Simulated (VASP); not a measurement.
Set up this calculation in VASP 6.6.1, as the native input.

| Property | Result |
| --- | --- |
| Task | single point |
| Functional | PBE |
| Potentials or basis | VASP PAW PBE potentials, release 64 (Al, Ni) |
| Cutoff | 520 eV |
| k mesh | 14 × 14 × 14 |
| Occupations | fermi-dirac, width 0.05 eV |
| Spin | no spin polarisation |
| Dipole correction | no |
| Further INCAR settings | ALGO = Fast; EDIFF = 1e-07; NBANDS = 24 |

The structure of AlNi3 lies in POSCAR:

```
AlNi3
1.0
    0.0000000000      2.8018887551      2.8018887551
    2.8018887551      0.0000000000      2.8018887551
    2.8018887551      2.8018887551      0.0000000000
Al Ni
1 3
Direct
    0.5000000000      0.5000000000      0.5000000000
    0.2500000000      0.2500000000      0.2500000000
    0.0000000000      0.0000000000      0.0000000000
    0.7500000000      0.7500000000      0.7500000000
```

The input as run:

INCAR

```
PREC     = Accurate       # precision mode
ENCUT    = 520            # plane-wave cutoff, eV
EDIFF    = 1E-7           # SCF threshold, eV
ISMEAR   = -1             # smearing method
SIGMA    = 0.05           # smearing width, eV
LREAL    = False          # projectors in reciprocal space
LASPH    = True           # aspherical terms in the spheres
NELM     = 60             # most SCF steps
ALGO     = Fast           # electronic algorithm
ISIF     = 2              # what is computed and relaxed
LWAVE    = False          # write WAVECAR
LCHARG   = True           # write CHGCAR
GGA      = PE             # functional
LELF     = True           # ELF
LVHAR    = True         
NBANDS   = 24             # bands
```

KPOINTS

```
regular mesh
0
Gamma
  14 14 14
```

Potentials or basis: VASP PAW PBE potentials, release 64 (Al, Ni).

The run is started by

```console
$ cat potpaw_PBE.64/Al/POTCAR potpaw_PBE.64/Ni/POTCAR > POTCAR
$ mpirun -np 1 vasp_std > vasp.out
```

It gave:

- Pressure: 7.1 GPa
- Band gap on the k mesh: zero (an odd number of electrons rules out a gap without spin polarisation)

Caveat: the cell stands under pressure.

It took 4.2 min on 1 thread of Intel Xeon 8259CL, on a shared host, peak memory 0.23 GiB.
